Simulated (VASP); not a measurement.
# Pb in VASP: single point with PBE

Aim: the single point of Pb with PBE.

Everything below comes from runs of VASP 6.6.1. Logs are shortened: lines on timing, memory, paths and dates and some standing lists are left out, and cuts for length are marked.

## (1) The cell of the first run

The typed cell holds 2 atoms: a = 3.681 Å, b = 3.681 Å, c = 5.911 Å, α = 90.00°, β = 90.00°, γ = 120.00°.

This isn't the form of Pb at room conditions, which is fcc.

## (2) Single point, PBE

Input file INCAR:

```
SYSTEM = Pb
PREC = Accurate
ENCUT = 520
EDIFF = 1E-6
ISMEAR = -1
SIGMA = 0.1
LREAL = .False.
LASPH = .True.
NELM = 100
ALGO = Normal
ISIF = 2
LWAVE = .False.
LCHARG = .False.
GGA = PE
NBANDS = 21
```

Input file KPOINTS:

```
regular mesh
0
Gamma
  11 11 6
  0 0 0
```

Input file POSCAR:

```
Pb
1.0
    3.6813580000      0.0000000000      0.0000000000
   -1.8406790000      3.1881550000      0.0000000000
    0.0000000000      0.0000000000      5.9110220000
Pb
2
Direct
    0.3333000000      0.6667000000      0.2500000000
    0.6666000000      0.3333000000      0.7500000000
```

Potentials or basis: VASP PAW PBE potentials, release 64 (Pb_d).

The run is started by

```
$ cat potpaw_PBE.64/Pb_d/POTCAR > POTCAR
$ mpirun -np 1 vasp_std > vasp.out
```

OUTCAR:

```text
SYSTEM = Pb
   PREC = Accurate
   ENCUT = 520
   EDIFF = 1E-6
   ISMEAR = -1
   LREAL = .False.
   LASPH = .True.
   NELM = 100
   ISIF = 2
   GGA = PE

 ion  position               nearest neighbor table
   1  0.333  0.667  0.250-   2 3.64   2 3.64   2 3.64   2 3.64   2 3.64   2 3.64
   2  0.667  0.333  0.750-   1 3.64   1 3.64   1 3.64   1 3.64   1 3.64   1 3.64

  LATTYP: Found a hexagonal cell.
 ALAT       =     3.6813580000
 C/A-ratio  =     1.6056634535

  Lattice vectors:

 A1 = (   3.6813580000,   0.0000000000,   0.0000000000)
 A2 = (  -1.8406790000,   3.1881550000,   0.0000000000)
 A3 = (   0.0000000000,   0.0000000000,   5.9110220000)

Analysis of symmetry for initial positions (statically):
=====================================================================
 Subroutine PRICEL returns:
 Original cell was already a primitive cell.

 Routine SETGRP: Setting up the symmetry group for a
 hexagonal supercell.

 Subroutine GETGRP returns: Found  8 space group operations
 (whereof  2 operations were pure point group operations)
 out of a pool of 24 trial point group operations.

The static configuration has the point symmetry C_2 .
 The point group associated with its full space group is D_2h.

Analysis of symmetry for dynamics (positions and initial velocities):
=====================================================================
 Subroutine PRICEL returns:
 Original cell was already a primitive cell.

 Routine SETGRP: Setting up the symmetry group for a
 hexagonal supercell.

 Subroutine GETGRP returns: Found  8 space group operations
 (whereof  2 operations were pure point group operations)
 out of a pool of 24 trial point group operations.

The dynamic configuration has the point symmetry C_2 .
 The point group associated with its full space group is D_2h.

 Subroutine INISYM returns: Found  8 space group operations
 (whereof  2 operations are pure point group operations),
 and found     1 'primitive' translations

----------------------------------------------------------------------------------------

                                     Primitive cell

  volume of cell :      69.3761

  direct lattice vectors                    reciprocal lattice vectors
     3.681358000  0.000000000  0.000000000     0.271638890  0.156830518  0.000000000
    -1.840679000  3.188155000  0.000000000     0.000000000  0.313661036  0.000000000
     0.000000000  0.000000000  5.911022000     0.000000000  0.000000000  0.169175483

  length of vectors
     3.681358000  3.681362721  5.911022000     0.313661438  0.313661036  0.169175483

  position of ions in fractional coordinates (direct lattice)
     0.333300000  0.666700000  0.250000000
     0.666600000  0.333300000  0.750000000

  ion indices of the primitive-cell ions
   primitive index   ion index
                 1           1
                 2           2

----------------------------------------------------------------------------------------

 KPOINTS: regular mesh

Automatic generation of k-mesh.
 Grid dimensions read from file:
 generate k-points for:   11   11    6

 Generating k-lattice:

  Cartesian coordinates                     Fractional coordinates (reciprocal lattice)
     0.024694445  0.014257320  0.000000000     0.090909091 -0.000000000  0.000000000
     0.000000000  0.028514640  0.000000000     0.000000000  0.090909091  0.000000000
     0.000000000  0.000000000  0.028195914     0.000000000  0.000000000  0.166666667

  Length of vectors
     0.028514676  0.028514640  0.028195914

  Shift w.r.t. Gamma in fractional coordinates (k-lattice)
     0.000000000  0.000000000  0.000000000

 Subroutine IBZKPT returns following result:
 ===========================================

 Found    144 irreducible k-points:

 Following reciprocal coordinates:
            Coordinates               Weight
  0.000000  0.000000  0.000000      1.000000
  0.090909 -0.000000  0.000000      4.000000
  0.000000  0.090909  0.000000      2.000000
  0.181818 -0.000000  0.000000      4.000000
  0.000000  0.181818  0.000000      2.000000
  0.272727 -0.000000  0.000000      4.000000
[... 16 lines left out ...]
  0.454545  0.090909  0.000000      4.000000
 -0.090909 -0.454545  0.000000      2.000000
 [... further k-points ...]
   k-points           NKPTS =    144   k-points in BZ     NKDIM =    144   number of bands    NBANDS=     21
   number of dos      NEDOS =    301   number of ions     NIONS =      2
   total plane-waves  NPLWV =  37632
   dimension x,y,z NGX =    28 NGY =   28 NGZ =   48
   dimension x,y,z NGXF=    56 NGYF=   56 NGZF=   96
   ions per type =               2
   NGX,Y,Z   is equivalent  to a cutoff of  12.64, 12.64, 13.50 a.u.
   NGXF,Y,Z  is equivalent  to a cutoff of  25.29, 25.29, 27.00 a.u.
 SYSTEM =  Pb
   PREC   = accura    normal or accurate (medium, high low for compatibility)
   ISTART =      0    job   : 0-new  1-cont  2-samecut
   ICHARG =      2    charge: 1-file 2-atom 10-const
   ISPIN  =      1    spin polarized calculation?
   LNONCOLLINEAR =      F non collinear calculations
   LSORBIT =      F    spin-orbit coupling
   LASPH  =      T    aspherical Exc in radial PAW
   ENCUT  =  520.0 eV  38.22 Ry    6.18 a.u.   6.84  6.84 10.99*2*pi/ulx,y,z
   NELM   =    100;   NELMIN=  2; NELMDL= -5     # of ELM steps
   EDIFF  = 0.1E-05   stopping-criterion for ELM
   LREAL  =      F    real-space projection
   EDIFFG = 0.1E-04   stopping-criterion for IOM
   NSW    =      0    number of steps for IOM
   IBRION =     -1    ionic relax: 0-MD 1-quasi-New 2-CG
   NFREE  =      0    steps in history (QN), initial steepest desc. (CG)
   ISIF   =      2    stress and relaxation
   ISYM   =      2    0-nonsym 1-usesym 2-fastsym
   POTIM  = 0.5000    time-step for ionic-motion
   TEBEG  =    0.0;   TEEND  =   0.0 temperature during run
   PSTRESS=    0.0 pullay stress
   NELECT =      28.0000    total number of electrons
   NUPDOWN=      -1.0000    fix difference up-down
   EMIN   =  10.00;   EMAX   =-10.00  energy-range for DOS
   EFERMI =   0.00;   METHOD = LEGACY
   ISMEAR =    -1;   SIGMA  =   0.10  broadening in eV -4-tet -1-fermi 0-gaus
   EFERMI_NEDOS =   21; number of points for ismear=-14 and -15
   IALGO  =     38    algorithm
   IMIX   =      4    mixing-type and parameters
     AMIX     =   0.40;   BMIX     =  1.00
     AMIX_MAG =   1.60;   BMIX_MAG =  1.00
  volume/ion in A,a.u.               =      34.69       234.09
  Fermi-wavevector in a.u.,A,eV,Ry     =   1.209829  2.286246 19.914675  1.463687
  Thomas-Fermi vector in A             =   2.345395
   LORBIT       =      0    0 simple, 1 ext, 2 COOP (PROOUT), +10 PAW based schemes
   GGA     = PE    functional components
[... 5 lines left out ...]
 non-spin polarized calculation
  energy-cutoff  :      520.00
  volume of cell :       69.38
 maximum number of plane-waves:      1887
   NGX = 13   NGY = 13   NGZ = 21

 number of electron      27.9999994 magnetization

 Free energy of the ion-electron system (eV)
  ---------------------------------------------------
  ext. energy  EPLUGINS =         0.00000000
  ---------------------------------------------------
  free energy    TOTEN  =        -7.06446255 eV

  energy without entropy =       -7.02284903  energy(sigma->0) =       -7.04365579

 E-fermi :   5.8387     XC(G=0):  -9.5591

 val. band max:        5.8162760596   @ k =   0.1818   0.1818   0.1667
 cond. band min:       5.8714630823   @ k =  -0.4545   0.2727   0.1667
 fundamental gap:      0.0551870227
 Fermi energy:         5.8386842501

 k-point     1 :       0.0000    0.0000    0.0000
  band No.  band energies     occupation
      1     -11.1498      2.00000
      2     -11.1368      2.00000
      3     -11.1288      2.00000
      4     -11.1288      2.00000
      5     -11.1153      2.00000
      6     -11.1152      2.00000
[... 13 lines left out ...]
     20      14.3945      0.00000
     21      16.6607      0.00000

 k-point     2 :       0.0909   -0.0000    0.0000
  band No.  band energies     occupation
      1     -11.1529      2.00000
      2     -11.1400      2.00000
      3     -11.1170      2.00000
      4     -11.1166      2.00000
      5     -11.1092      2.00000
      6     -11.1032      2.00000
[... 13 lines left out ...]
     20      14.8102      0.00000
     21      16.3143      0.00000

 k-point     3 :       0.0000    0.0909    0.0000
  band No.  band energies     occupation
      1     -11.1529      2.00000
      2     -11.1400      2.00000
      3     -11.1171      2.00000
      4     -11.1166      2.00000
      5     -11.1091      2.00000
      6     -11.1032      2.00000
[... 13 lines left out ...]
     20      14.8100      0.00000
     21      16.3143      0.00000

 k-point     4 :       0.1818   -0.0000    0.0000
  band No.  band energies     occupation
      1     -11.1738      2.00000
      2     -11.1283      2.00000
      3     -11.1114      2.00000
      4     -11.1095      2.00000
      5     -11.1075      2.00000
      6     -11.0837      2.00000
[... 13 lines left out ...]
     20      15.2277      0.00000
     21      15.8586      0.00000

 k-point     5 :       0.0000    0.1818    0.0000
  band No.  band energies     occupation
      1     -11.1738      2.00000
      2     -11.1283      2.00000
      3     -11.1114      2.00000
      4     -11.1095      2.00000
      5     -11.1075      2.00000
      6     -11.0837      2.00000
[... 13 lines left out ...]
     20      15.2280      0.00000
     21      15.8587      0.00000
[... 382 lines left out ...]
     20      13.0048      0.00000
     21      16.0286      0.00000

 k-point    22 :      -0.4545    0.3636    0.0000
  band No.  band energies     occupation
      1     -11.2128      2.00000
      2     -11.1711      2.00000
      3     -11.1318      2.00000
      4     -11.1273      2.00000
      5     -11.0609      2.00000
      6     -11.0504      2.00000
[... 13 lines left out ...]
     20      13.0044      0.00000
     21      16.0285      0.00000

 k-point    23 :       0.4545    0.0909    0.0000
  band No.  band energies     occupation
      1     -11.2186      2.00000
      2     -11.1787      2.00000
      3     -11.1339      2.00000
      4     -11.1284      2.00000
      5     -11.0563      2.00000
      6     -11.0515      2.00000
[... 13 lines left out ...]
     20      12.8658      0.00000
     21      15.9515      0.00000

 k-point    24 :      -0.0909   -0.4545    0.0000
  band No.  band energies     occupation
      1     -11.2186      2.00000
      2     -11.1787      2.00000
      3     -11.1339      2.00000
      4     -11.1284      2.00000
      5     -11.0563      2.00000
      6     -11.0515      2.00000
[... 13 lines left out ...]
     20      12.8661      0.00000
     21      15.9516      0.00000

 [... further k-points ...]

------------------------ aborting loop because EDIFF is reached ----------------------------------------

  FORCE on cell =-STRESS in cart. coord.  units (eV):
  Direction    XX          YY          ZZ          XY          YZ          ZX
  --------------------------------------------------------------------------------------
  -------------------------------------------------------------------------------------
  Total       -1.3369398     -1.3370013     -1.0388876      0.0000000      0.0000000      0.0000000
  in kB      -30.8753851    -30.8768051    -23.9921455      0.0000000      0.0000000      0.0000000
  external PRESSURE =     -28.5814452 kB  Pullay stress =       0.0000000 kB

 VOLUME and BASIS-vectors are now :
 -----------------------------------------------------------------------------
  energy-cutoff  :      520.00
  volume of cell :       69.38
      direct lattice vectors                 reciprocal lattice vectors
     3.681358000  0.000000000  0.000000000     0.271638890  0.156830518  0.000000000
    -1.840679000  3.188155000  0.000000000     0.000000000  0.313661036  0.000000000
     0.000000000  0.000000000  5.911022000     0.000000000  0.000000000  0.169175483

 POSITION                                       TOTAL-FORCE (eV/Angst)
 -----------------------------------------------------------------------------------
     -0.00018      2.12554      1.47776         0.000000     -0.000027      0.000000
      1.84049      1.06261      4.43327         0.000000      0.000027     -0.000000
 -----------------------------------------------------------------------------------
    total drift:                               -0.000000      0.000000      0.000000

  FREE ENERGIE OF THE ION-ELECTRON SYSTEM (eV)
  ---------------------------------------------------
  free  energy   TOTEN  =        -7.0644625506 eV

  energy  without entropy=       -7.0228490262  energy(sigma->0) =       -7.04365579
```

It took 1.9 min on 1 thread of Intel Xeon Platinum 8375C at 2.90GHz (Ice Lake), shared host; peak memory 0.3 GiB.

Results:

| Item | Value |
| --- | --- |
| Free energy | -7.0645 eV |
| Pressure | -2.9 GPa |
| Band gap on the k mesh | zero (bands 14 and 15 overlap by 6.13 eV) |

Caveat: spin-orbit coupling is left out, which moves the levels of the heavy elements.

The gap in the log of VASP goes by the Fermi energy; the results here count the filled bands.